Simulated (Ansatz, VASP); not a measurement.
# Two plane-wave programs on Y

```
CELL_PARAMETERS angstrom
3.53927 0.00000 0.00000
-1.76964 3.06510 0.00000
0.00000 0.00000 5.52483
ATOMIC_POSITIONS crystal
Y 0.33333 0.66667 0.25000
Y 0.66667 0.33333 0.75000
```

Alike in both runs: task single point; functional LDA; k mesh 10 × 10 × 6; occupations fermi-dirac, width 0.03 eV; no spin polarisation.

|  | VASP | Ansatz |
| --- | --- | --- |
| version | VASP 6.6.1 | Ansatz 0.2.0 |
| potentials or method | VASP PAW LDA potentials, release 64 (Y_sv), cutoff 520 eV | plane waves (420 eV) with PAW, scalar-relativistic |
| valence electrons in the cell | 22 | 22 |

```tsv
	VASP	Ansatz	Ansatz less VASP
pressure (GPa)	-0.2	0.0	+0.13
traceless stress, the component that is largest in VASP (GPa)	-0.37	-0.40	-0.026
```

Ansatz warns that its potentials were made for another functional, while VASP's fit it. LDA's correlation is that of Perdew and Zunger in VASP and of Perdew and Wang (1992) in Ansatz.
